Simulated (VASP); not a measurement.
Write the native input for VASP 6.6.1 that does the following.

* Task: single point
* Functional: LDA
* Potentials or basis: VASP PAW LDA potentials, release 64 (Be)
* Cutoff: 520 eV
* k mesh: 15 × 15 × 15
* Occupations: fermi-dirac, width 0.08 eV
* Spin: no spin polarisation
* Dipole correction: no
* Further INCAR settings: ALGO = Normal; EDIFF = 1e-06; NBANDS = 9

The structure of Be lies in POSCAR:

```
Be
1.0
    0.0000000000      2.3713265608      2.3713265608
    2.3713265608      0.0000000000      2.3713265608
    2.3713265608      2.3713265608      0.0000000000
Be
2
Direct
   -0.1250000000     -0.1250000000     -0.1250000000
    0.1250000000      0.1250000000      0.1250000000
```

This cell differs from its parent crystal: volume scaled by 0.95.

The input as run:

INCAR

```
  PREC = Accurate
  ENCUT = 520
  EDIFF = 1E-6
  ISMEAR = -1
  SIGMA = 0.08
  LREAL = F
  LASPH = T
  NELM = 60
  ALGO = Normal
  ISIF = 2
  LWAVE = F
  LCHARG = F
  NBANDS = 9
```

KPOINTS

```
Automatic mesh
0
Gamma
  15 15 15
```

Potentials or basis: VASP PAW LDA potentials, release 64 (Be).

The run is started by

```sh
$ cat potpaw_LDA.64/Be/POTCAR > POTCAR
$ mpirun -np 1 vasp_std > vasp.out
```

Results of the run:

```json
{
 "Pressure": "2.8 GPa",
 "Band gap on the k mesh": "zero (band 2 reaches 7.13 eV, above the bottom of band 3 at 0.48 eV)"
}
```

Wall time 8.9 s on 1 thread of Intel(R) Xeon(R) 6975P-C (Granite Rapids) (shared host), peak memory 0.14 GiB.
